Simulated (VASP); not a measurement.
**PtSe2: single point with PBEsol**

The system is PtSe2.

```xyz
3
Lattice="3.6633 0.0000 0.0000 -1.8317 3.1725 0.0000 0.0000 0.0000 4.2952" Properties=species:S:1:pos:R:3 pbc="T T T"
Pt    0.0000    0.0000    0.0000
Se    1.8317    1.0575    3.0583
Se    0.0000    2.1150    1.2369
```

| Quantity | Value |
| --- | --- |
| Program | VASP 6.6.1 |
| Task | single point |
| Functional | PBEsol |
| Potentials or basis | VASP PAW PBE potentials, release 64 (Pt, Se) |
| Cutoff | 520 eV |
| k mesh | 8 × 8 × 5 |
| Occupations | fermi-dirac, width 0.05 eV |
| Spin | no spin polarisation |

The pressure is 20.2 GPa. The largest force is 0.024 eV/Å and the band gap on the k mesh is zero (bands 11 and 12 overlap by 0.45 eV).

Forces in eV/Å, atoms in the order of the input:
```
Pt   0.000  0.000  0.000
Se   0.000  0.000 -0.024
Se   0.000  0.000  0.024
```

Stress tensor (GPa, compression positive):
```
20.27  0.00  0.00
 0.00 20.27  0.00
 0.00  0.00 20.18
```

Levels at points of the mesh, in eV from the Fermi level:
```
           k point  band 7  band 8  band 9  band 10  band 11  band 12  band 13  band 14  band 15  band 16
(0.00, 0.00, 0.00)   -4.27   -2.68   -1.13    -1.13     0.44     0.44     0.92     2.87     4.99     7.09
(0.50, 0.00, 0.00)   -4.74   -3.72   -3.64    -3.41    -3.32     0.50     3.47     5.72     6.70     7.01
```

Run time: 17 s on 1 thread of Intel(R) Xeon(R) 6975P-C (Granite Rapids), with other jobs on the host, peak memory 0.19 GiB.

Caveat: the cell stands under pressure; the PAW data sets were made with another functional, which shifts forces and pressure a little; spin-orbit coupling is left out, which moves the levels of the heavy elements.
